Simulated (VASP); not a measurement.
# LiF (I4/mmm) in VASP: single point with HSE06

Aim: the single point of LiF with HSE06.

Program: VASP 6.6.1. These are calculated values, not measurements. Logs are shortened: lines on timing, memory, paths and dates and some standing lists are left out, and cuts for length are marked.

### Step 1. The cell of the first run

Symmetry: I4/mmm, No. 139, tetragonal system. The conventional cell has a = 2.925 Å, b = 2.925 Å, c = 3.990 Å, α = 90.00°, β = 90.00°, γ = 90.00°. Li (site symmetry 4/mmm) has 6 F at 1.99 to 2.07 Å within 2.6 Å. F (site symmetry 4/mmm) has 6 Li at 1.99 to 2.07 Å within 2.6 Å.

### Step 2. Single point, HSE06 (biaxial xy strain +3.7%)

POSCAR reads:

```
LiF
1.0
    0.0000000000      2.0684825078      1.9948717406
    2.0684825078      0.0000000000      1.9948717406
    2.0684825078      2.0684825078      0.0000000000
Li F
1 1
Direct
    0.0000000000      0.0000000000      0.0000000000
    0.5000000000      0.5000000000      0.5000000000
```

INCAR.step1 reads:

```
  PREC = Accurate
  ENCUT = 650
  EDIFF = 1E-5
  ISMEAR = 0
  SIGMA = 0.01
  LREAL = False
  LASPH = True
  NELM = 120
  ALGO = Normal
  ISIF = 2
  LWAVE = True
  NBANDS = 12
  GGA = PE
  GGA_COMPAT = False
  KPAR = 4
```

INCAR.step2 reads:

```
  PREC = Accurate
  ENCUT = 650
  EDIFF = 1E-6
  ISMEAR = 0
  SIGMA = 0.01
  LREAL = False
  LASPH = True
  NELM = 120
  ALGO = Normal
  ISIF = 2
  LWAVE = False
  LCHARG = True
  GGA = PE
  LHFCALC = True
  HFSCREEN = 0.2079
  PRECFOCK = Normal
  LVHAR = True
  NBANDS = 12
  ISTART = 1
  GGA_COMPAT = False
  KPAR = 4
```

KPOINTS reads:

```
regular mesh
0
Gamma
  8 8 8
```

Potentials or basis: VASP PAW PBE potentials, release 64 (Li_sv, F).

Launch:

```console
$ cat potpaw_PBE.64/Li_sv/POTCAR potpaw_PBE.64/F/POTCAR > POTCAR
$ cp INCAR.step1 INCAR
$ mpirun -np 4 vasp_std > vasp.out
$ cp INCAR.step2 INCAR
$ mpirun -np 4 vasp_std > vasp.out
```

OUTCAR:

```text
PREC = Accurate
   ENCUT = 650
   EDIFF = 1E-6
   ISMEAR = 0
   LREAL = False
   LASPH = True
   NELM = 120
   ISIF = 2
   GGA = PE
   LHFCALC = True
   HFSCREEN = 0.2079
   PRECFOCK = Normal
   ISTART = 1

 ion  position               nearest neighbor table
   1  0.000  0.000  0.000-   2 1.99   2 1.99   2 2.07   2 2.07   2 2.07   2 2.07
   2  0.500  0.500  0.500-   1 1.99   1 1.99   1 2.07   1 2.07   1 2.07   1 2.07

  LATTYP: Found a body centered tetragonal cell.
 ALAT       =     2.9252760161
 C/A-ratio  =     1.3638861630

  Lattice vectors:

 A1 = (   0.0000000000,  -2.0684825078,  -1.9948717406)
 A2 = (   0.0000000000,   2.0684825078,  -1.9948717406)
 A3 = (   2.0684825078,   0.0000000000,   1.9948717406)

Analysis of symmetry for initial positions (statically):
=====================================================================
 Subroutine PRICEL returns:
 Original cell was already a primitive cell.

 Routine SETGRP: Setting up the symmetry group for a
 body centered tetragonal supercell.

 Subroutine GETGRP returns: Found 16 space group operations
 (whereof 16 operations were pure point group operations)
 out of a pool of 16 trial point group operations.

The static configuration has the point symmetry D_4h.

Analysis of symmetry for dynamics (positions and initial velocities):
=====================================================================
 Subroutine PRICEL returns:
 Original cell was already a primitive cell.

 Routine SETGRP: Setting up the symmetry group for a
 body centered tetragonal supercell.

 Subroutine GETGRP returns: Found 16 space group operations
 (whereof 16 operations were pure point group operations)
 out of a pool of 16 trial point group operations.

The dynamic configuration has the point symmetry D_4h.

 Subroutine INISYM returns: Found 16 space group operations
 (whereof 16 operations are pure point group operations),
 and found     1 'primitive' translations

----------------------------------------------------------------------------------------

                                     Primitive cell

  volume of cell :      17.0706

  direct lattice vectors                    reciprocal lattice vectors
     0.000000000  2.068482508  1.994871741    -0.241723098  0.241723098  0.250642680
     2.068482508  0.000000000  1.994871741     0.241723098 -0.241723098  0.250642680
     2.068482508  2.068482508  0.000000000     0.241723098  0.241723098 -0.250642680
[... 95 lines left out ...]
   NELECT =      10.0000    total number of electrons
   NUPDOWN=      -1.0000    fix difference up-down
   EMIN   =  10.00;   EMAX   =-10.00  energy-range for DOS
   EFERMI =   0.00;   METHOD = LEGACY
   ISMEAR =     0;   SIGMA  =   0.01  broadening in eV -4-tet -1-fermi 0-gaus
   EFERMI_NEDOS =   21; number of points for ismear=-14 and -15
   IALGO  =     38    algorithm
   IMIX   =      1    mixing-type and parameters
     AMIX     =   0.40;   BMIX     =  1.00
     AMIX_MAG =   1.60;   BMIX_MAG =  1.00
  volume/ion in A,a.u.               =       8.54        57.60
  Fermi-wavevector in a.u.,A,eV,Ry     =   1.369805  2.588555 25.529489  1.876365
  Thomas-Fermi vector in A             =   2.495647
   LORBIT       =      0    0 simple, 1 ext, 2 COOP (PROOUT), +10 PAW based schemes
   GGA     = PE    functional components
   LHFCALC =     T    Hartree Fock is set to
   PRECFOCK=normal    Normal, Fast or Accurate (Low or Medium for compatibility)
   ENCUT4O =  -1.0   cutoff for four orbital integrals eV
   NKREDX  =     1    reduce k-point grid by
   NKREDY  =     1    reduce k-point grid by
   NKREDZ  =     1    reduce k-point grid by
   AEXX    =    0.2500 exact exchange contribution
   HFSCREEN=    0.2079 screening length (either q_TF or 0.3 A-1)
   HFSCREENC=   0.2079 screening length for correlation (either q_TF or 0.3 A-1)
   ENCUTFOCK=  -1.0 apply spherical cutoff to Coloumb kernel
   IVDW    =     0    specifies the selected vdW correction
   LEPSILON=     F    determine dielectric tensor
   LRPA    =     F    only Hartree local field effects (RPA)
 non-spin polarized calculation
 Gauss-broadening in eV      SIGMA  =   0.01
  energy-cutoff  :      650.00
  volume of cell :       17.07
 maximum number of plane-waves:       656
  NGX = 18; NGY = 18; NGZ = 20

 number of electron      10.0000000 magnetization

 Free energy of the ion-electron system (eV)
  ---------------------------------------------------
  ext. energy  EPLUGINS =         0.00000000
  ---------------------------------------------------
  free energy    TOTEN  =       -11.37960448 eV

  energy without entropy =      -11.37960448  energy(sigma->0) =      -11.37960448

 E-fermi :  -2.9038     XC(G=0):  -7.9997

 val. band max:       -2.9555156535   @ k =   0.0000   0.0000   0.0000
 cond. band min:       7.9817270655   @ k =   0.0000   0.0000   0.0000
 fundamental gap:     10.9372427190
 Fermi energy:        -2.9037633403

 k-point     1 :       0.0000    0.0000    0.0000
  band No.  band energies     occupation
      1     -46.0588      2.00000
      2     -24.4408      2.00000
      3      -3.0565      2.00000
      4      -2.9555      2.00000
      5      -2.9555      2.00000
      6       7.9817      0.00000
      7      22.7546      0.00000
      8      22.7546      0.00000
      9      23.3085      0.00000
     10      23.3085      0.00000
     11      23.5915      0.00000
     12      23.6127      0.00000
[... 331 lines left out ...]
 k-point    24 :       0.3750    0.0000    0.1250
  band No.  band energies     occupation
      1     -46.0188      2.00000
      2     -24.0862      2.00000
      3      -4.9421      2.00000
      4      -3.4095      2.00000
      5      -3.3404      2.00000
      6      10.2702      0.00000
      7      15.9686      0.00000
      8      18.3702      0.00000
      9      19.1307      0.00000
     10      24.6003      0.00000
     11      29.6880      0.00000
     12      30.1520      0.00000

 [... further k-points ...]
[... 5 lines left out ...]
  --------------------------------------------------------------------------------------
  -------------------------------------------------------------------------------------
  Total       -0.5321138     -0.5321138     -0.3200303      0.0000000     -0.0000000      0.0000000
  in kB      -49.9420615    -49.9420615    -30.0367545      0.0000000     -0.0000000      0.0000000
  external PRESSURE =     -43.3069592 kB  Pullay stress =       0.0000000 kB

 VOLUME and BASIS-vectors are now :
 -----------------------------------------------------------------------------
  energy-cutoff  :      650.00
  volume of cell :       17.07
      direct lattice vectors                 reciprocal lattice vectors
     0.000000000  2.068482508  1.994871741    -0.241723098  0.241723098  0.250642680
     2.068482508  0.000000000  1.994871741     0.241723098 -0.241723098  0.250642680
     2.068482508  2.068482508  0.000000000     0.241723098  0.241723098 -0.250642680

 POSITION                                       TOTAL-FORCE (eV/Angst)
 -----------------------------------------------------------------------------------
      0.00000      0.00000      0.00000         0.000000      0.000000     -0.000000
      2.06848      2.06848      1.99487         0.000000      0.000000      0.000000
 -----------------------------------------------------------------------------------
    total drift:                               -0.000000     -0.000000      0.000000

  FREE ENERGIE OF THE ION-ELECTRON SYSTEM (eV)
  ---------------------------------------------------
  free  energy   TOTEN  =       -11.3796044781 eV

  energy  without entropy=      -11.3796044781  energy(sigma->0) =      -11.37960448
```

Run time: 9.6 min. Hardware: 4 MPI ranks of Intel Xeon Platinum 8488C (Sapphire Rapids), shared host; peak memory 0.25 GiB.

Results:

* Free energy: -11.3796 eV
* Pressure: -4.3 GPa
* Band gap on the k mesh: 10.94 eV

Caveat: the cell differs from its parent crystal (biaxial xy strain +3.7%); the cell stands under tension; the PAW data sets were made with another functional, which shifts forces and pressure a little. A k mesh can miss the band edges.
